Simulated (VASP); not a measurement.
# BN (P6_3mc) in VASP: single point with PBEsol

Aim: the single point of BN with PBEsol.

Program: VASP 6.6.1. These are calculated values, not measurements. Logs are shortened: lines on timing, memory, paths and dates and some standing lists are left out, and cuts for length are marked.

### Step 1. The cell of the first run

It takes space group P6_3mc (No. 186, hexagonal). Conventional cell: a = 2.554 Å, b = 2.554 Å, c = 4.227 Å, α = 90.00°, β = 90.00°, γ = 120.00°. Within 2.1 Å of B (site symmetry 3m) lie 4 N at 1.57 to 1.58 Å. Within 2.1 Å of N (site symmetry 3m) lie 4 B at 1.57 to 1.58 Å.

### Step 2. Single point, PBEsol

INCAR reads:

```
SYSTEM = BN
PREC     = Accurate       ! precision mode
ENCUT    = 520            ! plane-wave cutoff, eV
EDIFF    = 1E-7           ! SCF threshold, eV
ISMEAR   = 0              ! smearing method
SIGMA    = 0.1            ! smearing width, eV
LREAL    = .False.        ! projectors in reciprocal space
LASPH    = .True.         ! aspherical terms in the spheres
NELM     = 100            ! most SCF steps
ALGO     = Normal         ! electronic algorithm
ISIF     = 2              ! what is computed and relaxed
LWAVE    = .False.        ! write WAVECAR
LCHARG   = .True.         ! write CHGCAR
GGA      = PS             ! functional
LELF     = .True.         ! ELF
LVHAR    = .True.       
NBANDS   = 16             ! bands
```

KPOINTS reads:

```
Automatic mesh
0
Gamma
  12 12 4
  0 0 0
```

POSCAR reads:

```
BN
1.0
    2.5539396017      0.0000000000      0.0000000000
   -1.2769698009      2.2117765748      0.0000000000
    0.0000000000      0.0000000000      4.2268550000
B N
2 2
Direct
    0.6666666700      0.3333333300      0.9997240000
    0.3333333300      0.6666666700      0.4997240000
    0.6666666700      0.3333333300      0.6252760000
    0.3333333300      0.6666666700      0.1252760000
```

Potentials or basis: VASP PAW PBE potentials, release 64 (B, N).

Launch:

```sh
$ cat potpaw_PBE.64/B/POTCAR potpaw_PBE.64/N/POTCAR > POTCAR
$ mpirun -np 1 vasp_std > vasp.out
```

OUTCAR:

```text
SYSTEM = BN
   PREC = Accurate
   ENCUT = 520
   EDIFF = 1E-7
   ISMEAR = 0
   LREAL = .False.
   LASPH = .True.
   NELM = 100
   ISIF = 2
   GGA = PS

 ion  position               nearest neighbor table
   1  0.667  0.333  1.000-   4 1.57   4 1.57   4 1.57   3 1.58
   2  0.333  0.667  0.500-   3 1.57   3 1.57   3 1.57   4 1.58
   3  0.667  0.333  0.625-   2 1.57   2 1.57   2 1.57   1 1.58
   4  0.333  0.667  0.125-   1 1.57   1 1.57   1 1.57   2 1.58

  LATTYP: Found a hexagonal cell.
 ALAT       =     2.5539396017
 C/A-ratio  =     1.6550332659

  Lattice vectors:

 A1 = (   2.5539396017,   0.0000000000,   0.0000000000)
 A2 = (  -1.2769698009,   2.2117765748,   0.0000000000)
 A3 = (   0.0000000000,   0.0000000000,   4.2268550000)

Analysis of symmetry for initial positions (statically):
=====================================================================
 Subroutine PRICEL returns:
 Original cell was already a primitive cell.

 Routine SETGRP: Setting up the symmetry group for a
 hexagonal supercell.

 Subroutine GETGRP returns: Found 12 space group operations
 (whereof  6 operations were pure point group operations)
 out of a pool of 24 trial point group operations.

The static configuration has the point symmetry C_3v.
 The point group associated with its full space group is C_6v.

Analysis of symmetry for dynamics (positions and initial velocities):
=====================================================================
 Subroutine PRICEL returns:
 Original cell was already a primitive cell.

 Routine SETGRP: Setting up the symmetry group for a
 hexagonal supercell.

 Subroutine GETGRP returns: Found 12 space group operations
 (whereof  6 operations were pure point group operations)
 out of a pool of 24 trial point group operations.

The dynamic configuration has the point symmetry C_3v.
 The point group associated with its full space group is C_6v.

 Subroutine INISYM returns: Found 12 space group operations
 (whereof  6 operations are pure point group operations),
 and found     1 'primitive' translations

----------------------------------------------------------------------------------------

                                     Primitive cell

  volume of cell :      23.8764

  direct lattice vectors                    reciprocal lattice vectors
     2.553939602  0.000000000  0.000000000     0.391551938  0.226062617  0.000000000
    -1.276969801  2.211776575  0.000000000     0.000000000  0.452125233  0.000000000
     0.000000000  0.000000000  4.226855000     0.000000000  0.000000000  0.236582518

  length of vectors
     2.553939602  2.553939602  4.226855000     0.452125233  0.452125233  0.236582518

  position of ions in fractional coordinates (direct lattice)
     0.666666670  0.333333330  0.999724000
     0.333333330  0.666666670  0.499724000
     0.666666670  0.333333330  0.625276000
     0.333333330  0.666666670  0.125276000

  ion indices of the primitive-cell ions
   primitive index   ion index
                 1           1
                 2           2
                 3           3
                 4           4

----------------------------------------------------------------------------------------

 KPOINTS: Automatic mesh

Automatic generation of k-mesh.
 Grid dimensions read from file:
 generate k-points for:   12   12    4

 Generating k-lattice:

  Cartesian coordinates                     Fractional coordinates (reciprocal lattice)
     0.032629328  0.018838551  0.000000000     0.083333333  0.000000000  0.000000000
     0.000000000  0.037677103  0.000000000     0.000000000  0.083333333  0.000000000
     0.000000000  0.000000000  0.059145630     0.000000000  0.000000000  0.250000000

  Length of vectors
     0.037677103  0.037677103  0.059145630

  Shift w.r.t. Gamma in fractional coordinates (k-lattice)
     0.000000000  0.000000000  0.000000000

 Subroutine IBZKPT returns following result:
 ===========================================

 Found     57 irreducible k-points:

 Following reciprocal coordinates:
            Coordinates               Weight
  0.000000  0.000000  0.000000      1.000000
  0.083333  0.000000  0.000000      6.000000
  0.166667  0.000000  0.000000      6.000000
  0.250000  0.000000  0.000000      6.000000
  0.333333  0.000000  0.000000      6.000000
  0.416667  0.000000  0.000000      6.000000
[... 16 lines left out ...]
  0.250000  0.000000  0.250000     12.000000
  0.333333  0.000000  0.250000     12.000000
 [... further k-points ...]
   k-points           NKPTS =     57   k-points in BZ     NKDIM =     57   number of bands    NBANDS=     16
   number of dos      NEDOS =    301   number of ions     NIONS =      4
   total plane-waves  NPLWV =  12800
   dimension x,y,z NGX =    20 NGY =   20 NGZ =   32
   dimension x,y,z NGXF=    40 NGYF=   40 NGZF=   64
   ions per type =               2   2
   NGX,Y,Z   is equivalent  to a cutoff of  13.02, 13.02, 12.59 a.u.
   NGXF,Y,Z  is equivalent  to a cutoff of  26.04, 26.04, 25.17 a.u.
 SYSTEM =  BN
   PREC   = accura    normal or accurate (medium, high low for compatibility)
   ISTART =      0    job   : 0-new  1-cont  2-samecut
   ICHARG =      2    charge: 1-file 2-atom 10-const
   ISPIN  =      1    spin polarized calculation?
   LNONCOLLINEAR =      F non collinear calculations
   LSORBIT =      F    spin-orbit coupling
   LASPH  =      T    aspherical Exc in radial PAW
   ENCUT  =  520.0 eV  38.22 Ry    6.18 a.u.   4.75  4.75  7.86*2*pi/ulx,y,z
   NELM   =    100;   NELMIN=  2; NELMDL= -5     # of ELM steps
   EDIFF  = 0.1E-06   stopping-criterion for ELM
   LREAL  =      F    real-space projection
   EDIFFG = 0.1E-05   stopping-criterion for IOM
   NSW    =      0    number of steps for IOM
   IBRION =     -1    ionic relax: 0-MD 1-quasi-New 2-CG
   NFREE  =      0    steps in history (QN), initial steepest desc. (CG)
   ISIF   =      2    stress and relaxation
   ISYM   =      2    0-nonsym 1-usesym 2-fastsym
   POTIM  = 0.5000    time-step for ionic-motion
   TEBEG  =    0.0;   TEEND  =   0.0 temperature during run
   PSTRESS=    0.0 pullay stress
   NELECT =      16.0000    total number of electrons
   NUPDOWN=      -1.0000    fix difference up-down
   EMIN   =  10.00;   EMAX   =-10.00  energy-range for DOS
   EFERMI =   0.00;   METHOD = LEGACY
   ISMEAR =     0;   SIGMA  =   0.10  broadening in eV -4-tet -1-fermi 0-gaus
   EFERMI_NEDOS =   21; number of points for ismear=-14 and -15
   IALGO  =     38    algorithm
   IMIX   =      4    mixing-type and parameters
     AMIX     =   0.40;   BMIX     =  1.00
     AMIX_MAG =   1.60;   BMIX_MAG =  1.00
  volume/ion in A,a.u.               =       5.97        40.28
  Fermi-wavevector in a.u.,A,eV,Ry     =   1.432600  2.707222 27.923836  2.052344
  Thomas-Fermi vector in A             =   2.552210
   LORBIT       =      0    0 simple, 1 ext, 2 COOP (PROOUT), +10 PAW based schemes
   GGA     = PS    functional components
   LHFCALC =     F    Hartree Fock is set to
   AEXX    =    0.0000 exact exchange contribution
   IVDW    =     0    specifies the selected vdW correction
   LEPSILON=     F    determine dielectric tensor
   LRPA    =     F    only Hartree local field effects (RPA)
 non-spin polarized calculation
 Gauss-broadening in eV      SIGMA  =   0.10
  energy-cutoff  :      520.00
  volume of cell :       23.88
 maximum number of plane-waves:       660
 NGX is ok and might be reduce to    20
   NGX =  9   NGY =  9   NGZ = 15

 number of electron      16.0000000 magnetization

 Free energy of the ion-electron system (eV)
  ---------------------------------------------------
  ext. energy  EPLUGINS =         0.00000000
  ---------------------------------------------------
  free energy    TOTEN  =       -36.62084237 eV

  energy without entropy =      -36.62084237  energy(sigma->0) =      -36.62084237

 E-fermi :   7.8555     XC(G=0): -12.9557

 val. band max:        7.3928804353   @ k =   0.0000   0.0000   0.0000
 cond. band min:      12.3617632394   @ k =   0.3333   0.3333   0.0000
 fundamental gap:      4.9688828041
 Fermi energy:         7.8554680257

 k-point     1 :       0.0000    0.0000    0.0000
  band No.  band energies     occupation
      1     -12.9190      2.00000
      2      -8.7690      2.00000
      3      -3.5248      2.00000
      4       5.2828      2.00000
      5       5.2828      2.00000
      6       7.1131      2.00000
[... 8 lines left out ...]
     15      19.1648      0.00000
     16      23.3229      0.00000

 k-point     2 :       0.0833    0.0000    0.0000
  band No.  band energies     occupation
      1     -12.7681      2.00000
      2      -8.6531      2.00000
      3      -3.3750      2.00000
      4       4.5889      2.00000
      5       4.9997      2.00000
      6       6.8169      2.00000
[... 8 lines left out ...]
     15      19.6018      0.00000
     16      23.0968      0.00000

 k-point     3 :       0.1667    0.0000    0.0000
  band No.  band energies     occupation
      1     -12.3203      2.00000
      2      -8.3211      2.00000
      3      -2.9317      2.00000
      4       2.9228      2.00000
      5       4.3363      2.00000
      6       5.4045      2.00000
[... 8 lines left out ...]
     15      20.7379      0.00000
     16      22.4419      0.00000

 k-point     4 :       0.2500    0.0000    0.0000
  band No.  band energies     occupation
      1     -11.5924      2.00000
      2      -7.8350      2.00000
      3      -2.2154      2.00000
      4       0.9516      2.00000
      5       3.5946      2.00000
      6       3.6407      2.00000
[... 8 lines left out ...]
     15      22.2048      0.00000
     16      22.5850      0.00000
[... 324 lines left out ...]
 k-point    22 :       0.1667    0.0000    0.2500
  band No.  band energies     occupation
      1     -11.9562      2.00000
      2      -9.3571      2.00000
      3      -1.3105      2.00000
      4       3.2414      2.00000
      5       4.4449      2.00000
      6       4.6267      2.00000
[... 8 lines left out ...]
     15      20.1228      0.00000
     16      22.2893      0.00000

 k-point    23 :       0.2500    0.0000    0.2500
  band No.  band energies     occupation
      1     -11.2397      2.00000
      2      -8.7691      2.00000
      3      -0.9106      2.00000
      4       1.4495      2.00000
      5       2.7814      2.00000
      6       3.9018      2.00000
[... 8 lines left out ...]
     15      21.4881      0.00000
     16      22.6221      0.00000

 k-point    24 :       0.3333    0.0000    0.2500
  band No.  band energies     occupation
      1     -10.2955      2.00000
      2      -8.0938      2.00000
      3      -1.3313      2.00000
      4       0.5722      2.00000
      5       1.1807      2.00000
      6       3.2888      2.00000
[... 8 lines left out ...]
     15      22.7951      0.00000
     16      23.5423      0.00000

 [... further k-points ...]

------------------------ aborting loop because EDIFF is reached ----------------------------------------

  FORCE on cell =-STRESS in cart. coord.  units (eV):
  Direction    XX          YY          ZZ          XY          YZ          ZX
  --------------------------------------------------------------------------------------
  -------------------------------------------------------------------------------------
  Total       -0.7656384     -0.7656384     -0.8612443      0.0000000      0.0000000     -0.0000000
  in kB      -51.3765677    -51.3765677    -57.7919986      0.0000000      0.0000000     -0.0000000
  external PRESSURE =     -53.5150447 kB  Pullay stress =       0.0000000 kB

 VOLUME and BASIS-vectors are now :
 -----------------------------------------------------------------------------
  energy-cutoff  :      520.00
  volume of cell :       23.88
      direct lattice vectors                 reciprocal lattice vectors
     2.553939602  0.000000000  0.000000000     0.391551938  0.226062617  0.000000000
    -1.276969801  2.211776575  0.000000000     0.000000000  0.452125233  0.000000000
     0.000000000  0.000000000  4.226855000     0.000000000  0.000000000  0.236582518

 POSITION                                       TOTAL-FORCE (eV/Angst)
 -----------------------------------------------------------------------------------
      1.27697      0.73726      4.22569        -0.000000      0.000000      0.010558
     -0.00000      1.47452      2.11226        -0.000000      0.000000      0.010558
      1.27697      0.73726      2.64295         0.000000     -0.000000     -0.010558
     -0.00000      1.47452      0.52952        -0.000000      0.000000     -0.010558
 -----------------------------------------------------------------------------------
    total drift:                                0.000001     -0.000000      0.000158

  FREE ENERGIE OF THE ION-ELECTRON SYSTEM (eV)
  ---------------------------------------------------
  free  energy   TOTEN  =       -36.6208423714 eV

  energy  without entropy=      -36.6208423714  energy(sigma->0) =      -36.62084237
```

Run time: 11 s. Hardware: 1 thread of AMD EPYC 9R45 (Zen 5), shared host; peak memory 0.11 GiB.

Results:

- Free energy: -36.6208 eV
- Pressure: -5.4 GPa
- Largest force: 0.011 eV/Å
- Band gap on the k mesh: 4.97 eV, indirect (least direct gap 8.15 eV)

Forces on the atoms (eV/Å):
```
B    0.000  0.000  0.011
B    0.000  0.000  0.011
N    0.000  0.000 -0.011
N    0.000  0.000 -0.011
```

Stress tensor (GPa, compression positive):
```
-5.14  0.00  0.00
 0.00 -5.14  0.00
 0.00  0.00 -5.78
```

Levels at points of the mesh, in eV from the valence-band top:
```tsv
k point	band 6	band 7	band 8	band 9	band 10	band 11
(0.00, 0.00, 0.00)	-0.28	0.00	0.00	8.27	8.27	8.46
(0.50, 0.00, 0.00)	-4.97	-4.43	-2.10	6.53	7.77	10.47
(0.00, 0.00, 0.50)	-1.17	-1.17	-1.17	9.34	9.34	9.81
(0.50, 0.00, 0.50)	-3.75	-3.57	-3.57	6.40	6.40	9.86
```

Caveat: the PAW data sets were made with another functional, which shifts forces and pressure a little. A k mesh can miss the band edges.
